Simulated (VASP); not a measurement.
# AlP (gw) (F-43m) in VASP: single point with PBEsol

Aim: the single point of AlP (gw) with PBEsol.

All numbers are computed with VASP 6.6.1; they aren't measurements. Logs are shortened: lines on timing, memory, paths and dates and some standing lists are left out, and cuts for length are marked.

## (1) The cell of the first run

It takes space group F-43m (No. 216, cubic). Conventional cell: a = 5.416 Å, b = 5.416 Å, c = 5.416 Å, α = 90.00°, β = 90.00°, γ = 90.00°. Within 3.1 Å of Al (site symmetry -43m) lie 4 P at 2.35 Å. Within 3.1 Å of P (site symmetry -43m) lie 4 Al at 2.35 Å.

## (2) Single point, PBEsol

Contents of INCAR:

```
ALGO = Normal
EDIFF = 1E-6
ENCUT = 500
GGA = PS
GGA_COMPAT = F
ISIF = 2
ISMEAR = 0
LASPH = T
LCHARG = F
LREAL = F
LWAVE = F
NBANDS = 11
NELM = 120
PREC = Accurate
SIGMA = 0.01
```

Contents of KPOINTS:

```
k-points
0
Gamma
  4 4 4
```

Contents of POSCAR:

```
AlP
1.0
    0.0000000000      2.7078050190      2.7078050190
    2.7078050190      0.0000000000      2.7078050190
    2.7078050190      2.7078050190      0.0000000000
Al P
1 1
Direct
    0.0000000000      0.0000000000      0.0000000000
    0.2500000000      0.2500000000      0.2500000000
```

Potentials or basis: VASP PAW PBE potentials, release 64 (Al, P).

Run with:

```sh
$ cat potpaw_PBE.64/Al/POTCAR potpaw_PBE.64/P/POTCAR > POTCAR
$ mpirun -np 1 vasp_std > vasp.out
```

OUTCAR:

```text
EDIFF = 1E-6
   ENCUT = 500
   GGA = PS
   ISIF = 2
   ISMEAR = 0
   LASPH = T
   LREAL = F
   NELM = 120
   PREC = Accurate

 ion  position               nearest neighbor table
   1  0.000  0.000  0.000-   2 2.35   2 2.35   2 2.35   2 2.35
   2  0.250  0.250  0.250-   1 2.35   1 2.35   1 2.35   1 2.35

  LATTYP: Found a face centered cubic cell.
 ALAT       =     5.4156100380

  Lattice vectors:

 A1 = (   0.0000000000,   2.7078050190,   2.7078050190)
 A2 = (   2.7078050190,   0.0000000000,   2.7078050190)
 A3 = (   2.7078050190,   2.7078050190,   0.0000000000)

Analysis of symmetry for initial positions (statically):
=====================================================================
 Subroutine PRICEL returns:
 Original cell was already a primitive cell.

 Routine SETGRP: Setting up the symmetry group for a
 face centered cubic supercell.

 Subroutine GETGRP returns: Found 24 space group operations
 (whereof 24 operations were pure point group operations)
 out of a pool of 48 trial point group operations.

The static configuration has the point symmetry T_d .

Analysis of symmetry for dynamics (positions and initial velocities):
=====================================================================
 Subroutine PRICEL returns:
 Original cell was already a primitive cell.

 Routine SETGRP: Setting up the symmetry group for a
 face centered cubic supercell.

 Subroutine GETGRP returns: Found 24 space group operations
 (whereof 24 operations were pure point group operations)
 out of a pool of 48 trial point group operations.

The dynamic configuration has the point symmetry T_d .

 Subroutine INISYM returns: Found 24 space group operations
 (whereof 24 operations are pure point group operations),
 and found     1 'primitive' translations

----------------------------------------------------------------------------------------

                                     Primitive cell

  volume of cell :      39.7084

  direct lattice vectors                    reciprocal lattice vectors
     0.000000000  2.707805019  2.707805019    -0.184651405  0.184651405  0.184651405
     2.707805019  0.000000000  2.707805019     0.184651405 -0.184651405  0.184651405
     2.707805019  2.707805019  0.000000000     0.184651405  0.184651405 -0.184651405

  length of vectors
     3.829414582  3.829414582  3.829414582     0.319825614  0.319825614  0.319825614

  position of ions in fractional coordinates (direct lattice)
     0.000000000  0.000000000  0.000000000
     0.250000000  0.250000000  0.250000000

  ion indices of the primitive-cell ions
   primitive index   ion index
                 1           1
                 2           2

----------------------------------------------------------------------------------------

 KPOINTS: k-points

Automatic generation of k-mesh.
 Grid dimensions read from file:
 generate k-points for:    4    4    4

 Generating k-lattice:

  Cartesian coordinates                     Fractional coordinates (reciprocal lattice)
    -0.046162851  0.046162851  0.046162851     0.250000000  0.000000000  0.000000000
     0.046162851 -0.046162851  0.046162851     0.000000000  0.250000000  0.000000000
     0.046162851  0.046162851 -0.046162851     0.000000000  0.000000000  0.250000000

  Length of vectors
     0.079956404  0.079956404  0.079956404

  Shift w.r.t. Gamma in fractional coordinates (k-lattice)
     0.000000000  0.000000000  0.000000000

 Subroutine IBZKPT returns following result:
 ===========================================

 Found      8 irreducible k-points:

 Following reciprocal coordinates:
            Coordinates               Weight
  0.000000  0.000000  0.000000      1.000000
  0.250000  0.000000  0.000000      8.000000
  0.500000  0.000000  0.000000      4.000000
  0.250000  0.250000  0.000000      6.000000
  0.500000  0.250000  0.000000     24.000000
 -0.250000  0.250000  0.000000     12.000000
  0.500000  0.500000  0.000000      3.000000
 -0.250000  0.500000  0.250000      6.000000
   k-points           NKPTS =      8   k-points in BZ     NKDIM =      8   number of bands    NBANDS=     11
   number of dos      NEDOS =    301   number of ions     NIONS =      2
   total plane-waves  NPLWV =  21952
   dimension x,y,z NGX =    28 NGY =   28 NGZ =   28
   dimension x,y,z NGXF=    56 NGYF=   56 NGZF=   56
   ions per type =               1   1
   NGX,Y,Z   is equivalent  to a cutoff of  12.16, 12.16, 12.16 a.u.
   NGXF,Y,Z  is equivalent  to a cutoff of  24.31, 24.31, 24.31 a.u.
 SYSTEM =  unknown system
   PREC   = accura    normal or accurate (medium, high low for compatibility)
   ISTART =      0    job   : 0-new  1-cont  2-samecut
   ICHARG =      2    charge: 1-file 2-atom 10-const
   ISPIN  =      1    spin polarized calculation?
   LNONCOLLINEAR =      F non collinear calculations
   LSORBIT =      F    spin-orbit coupling
   LASPH  =      T    aspherical Exc in radial PAW
   ENCUT  =  500.0 eV  36.75 Ry    6.06 a.u.   6.98  6.98  6.98*2*pi/ulx,y,z
   NELM   =    120;   NELMIN=  2; NELMDL= -5     # of ELM steps
   EDIFF  = 0.1E-05   stopping-criterion for ELM
   LREAL  =      F    real-space projection
   EDIFFG = 0.1E-04   stopping-criterion for IOM
   NSW    =      0    number of steps for IOM
   IBRION =     -1    ionic relax: 0-MD 1-quasi-New 2-CG
   NFREE  =      0    steps in history (QN), initial steepest desc. (CG)
   ISIF   =      2    stress and relaxation
   ISYM   =      2    0-nonsym 1-usesym 2-fastsym
   POTIM  = 0.5000    time-step for ionic-motion
   TEBEG  =    0.0;   TEEND  =   0.0 temperature during run
   PSTRESS=    0.0 pullay stress
   NELECT =       8.0000    total number of electrons
   NUPDOWN=      -1.0000    fix difference up-down
   EMIN   =  10.00;   EMAX   =-10.00  energy-range for DOS
   EFERMI =   0.00;   METHOD = LEGACY
   ISMEAR =     0;   SIGMA  =   0.01  broadening in eV -4-tet -1-fermi 0-gaus
   EFERMI_NEDOS =   21; number of points for ismear=-14 and -15
   IALGO  =     38    algorithm
   IMIX   =      4    mixing-type and parameters
     AMIX     =   0.40;   BMIX     =  1.00
     AMIX_MAG =   1.60;   BMIX_MAG =  1.00
  volume/ion in A,a.u.               =      19.85       133.98
  Fermi-wavevector in a.u.,A,eV,Ry     =   0.959719  1.813606 12.531790  0.921061
  Thomas-Fermi vector in A             =   2.088940
   LORBIT       =      0    0 simple, 1 ext, 2 COOP (PROOUT), +10 PAW based schemes
   GGA     = PS    functional components
   LHFCALC =     F    Hartree Fock is set to
   AEXX    =    0.0000 exact exchange contribution
   IVDW    =     0    specifies the selected vdW correction
   LEPSILON=     F    determine dielectric tensor
   LRPA    =     F    only Hartree local field effects (RPA)
 non-spin polarized calculation
 Gauss-broadening in eV      SIGMA  =   0.01
  energy-cutoff  :      500.00
  volume of cell :       39.71
 maximum number of plane-waves:      1036
   NGX = 13   NGY = 13   NGZ = 13

 number of electron       7.9999999 magnetization

 Free energy of the ion-electron system (eV)
  ---------------------------------------------------
  ext. energy  EPLUGINS =         0.00000000
  ---------------------------------------------------
  free energy    TOTEN  =       -10.87998329 eV

  energy without entropy =      -10.87998329  energy(sigma->0) =      -10.87998329

 E-fermi :   4.8560     XC(G=0):  -9.4449

 val. band max:        4.8037414039   @ k =   0.0000   0.0000   0.0000
 cond. band min:       6.1616665000   @ k =   0.5000   0.5000   0.0000
 fundamental gap:      1.3579250961
 Fermi energy:         4.8560164053

 k-point     1 :       0.0000    0.0000    0.0000
  band No.  band energies     occupation
      1      -6.8741      2.00000
      2       4.8037      2.00000
      3       4.8037      2.00000
      4       4.8037      2.00000
      5       8.2040      0.00000
      6       9.3213      0.00000
      7       9.3213      0.00000
      8       9.3213      0.00000
      9      13.6102      0.00000
     10      13.6102      0.00000
     11      15.0461      0.00000

 k-point     2 :       0.2500    0.0000    0.0000
  band No.  band energies     occupation
      1      -6.1895      2.00000
      2       1.5403      2.00000
      3       4.3455      2.00000
      4       4.3455      2.00000
      5       8.1282      0.00000
      6       9.9087      0.00000
      7       9.9087      0.00000
      8      11.7954      0.00000
      9      13.0688      0.00000
     10      13.0688      0.00000
     11      15.0536      0.00000

 k-point     3 :       0.5000    0.0000    0.0000
  band No.  band energies     occupation
      1      -5.1059      2.00000
      2      -0.9093      2.00000
      3       4.0177      2.00000
      4       4.0177      2.00000
      5       7.6077      0.00000
      6       9.5285      0.00000
      7       9.5285      0.00000
      8      12.9239      0.00000
      9      16.3792      0.00000
     10      16.3792      0.00000
     11      16.7049      0.00000

 k-point     4 :       0.2500    0.2500    0.0000
  band No.  band energies     occupation
      1      -5.9542      2.00000
      2       1.8725      2.00000
      3       3.4582      2.00000
      4       3.4582      2.00000
      5       7.5446      0.00000
      6       8.7858      0.00000
      7      11.9194      0.00000
      8      11.9194      0.00000
      9      12.8831      0.00000
     10      14.8121      0.00000
     11      18.5939      0.00000

 k-point     5 :       0.5000    0.2500    0.0000
  band No.  band energies     occupation
      1      -4.8329      2.00000
      2      -0.2270      2.00000
      3       2.0246      2.00000
      4       3.1935      2.00000
      5       7.4469      0.00000
      6      10.0592      0.00000
      7      11.7435      0.00000
      8      11.9081      0.00000
      9      15.6750      0.00000
     10      16.4635      0.00000
     11      18.2029      0.00000

 k-point     6 :      -0.2500    0.2500    0.0000
  band No.  band energies     occupation
      1      -5.2420      2.00000
      2       0.3566      2.00000
      3       1.8437      2.00000
      4       3.9324      2.00000
      5       8.4891      0.00000
      6      10.8628      0.00000
      7      10.9864      0.00000
      8      11.4661      0.00000
      9      12.3560      0.00000
     10      15.9366      0.00000
     11      18.1476      0.00000

 k-point     7 :       0.5000    0.5000    0.0000
  band No.  band energies     occupation
      1      -4.4071      2.00000
      2      -0.6412      2.00000
      3       2.6180      2.00000
      4       2.6180      2.00000
      5       6.1617      0.00000
      6       7.1355      0.00000
      7      15.9853      0.00000
      8      15.9853      0.00000
      9      16.9708      0.00000
     10      16.9708      0.00000
     11      17.0326      0.00000

 k-point     8 :      -0.2500    0.5000    0.2500
  band No.  band energies     occupation
      1      -4.3508      2.00000
      2      -0.2178      2.00000
      3       1.4715      2.00000
      4       1.8401      2.00000
      5       9.0069      0.00000
      6      10.8164      0.00000
      7      10.8448      0.00000
      8      11.1572      0.00000
      9      16.1790      0.00000
     10      16.8898      0.00000
     11      18.1917      0.00000

------------------------ aborting loop because EDIFF is reached ----------------------------------------

  FORCE on cell =-STRESS in cart. coord.  units (eV):
  Direction    XX          YY          ZZ          XY          YZ          ZX
  --------------------------------------------------------------------------------------
  -------------------------------------------------------------------------------------
  Total        0.8188448      0.8188448      0.8188448      0.0000000      0.0000000      0.0000000
  in kB       33.0392387     33.0392387     33.0392387      0.0000000      0.0000000      0.0000000
  external PRESSURE =      33.0392387 kB  Pullay stress =       0.0000000 kB

 VOLUME and BASIS-vectors are now :
 -----------------------------------------------------------------------------
  energy-cutoff  :      500.00
  volume of cell :       39.71
      direct lattice vectors                 reciprocal lattice vectors
     0.000000000  2.707805019  2.707805019    -0.184651405  0.184651405  0.184651405
     2.707805019  0.000000000  2.707805019     0.184651405 -0.184651405  0.184651405
     2.707805019  2.707805019  0.000000000     0.184651405  0.184651405 -0.184651405

 POSITION                                       TOTAL-FORCE (eV/Angst)
 -----------------------------------------------------------------------------------
      0.00000      0.00000      0.00000         0.000000      0.000000      0.000000
      1.35390      1.35390      1.35390        -0.000000     -0.000000     -0.000000
 -----------------------------------------------------------------------------------
    total drift:                                0.000000      0.000000      0.000000

  FREE ENERGIE OF THE ION-ELECTRON SYSTEM (eV)
  ---------------------------------------------------
  free  energy   TOTEN  =       -10.8799832933 eV

  energy  without entropy=      -10.8799832933  energy(sigma->0) =      -10.87998329
```

Wall time 5.5 s (1 thread of AMD EPYC 7R13, shared host); peak memory 0.12 GiB.

What came out:

| Quantity | Value |
| --- | --- |
| Free energy | -10.8800 eV |
| Pressure | 3.3 GPa |
| Band gap on the k mesh | 1.36 eV, indirect (least direct gap 3.40 eV) |

Caveat: the k points lie up to 0.50 Å⁻¹ apart; the PAW data sets were made with another functional, which shifts forces and pressure a little. PBEsol gaps usually lie below the measured ones, often by a third to a half.
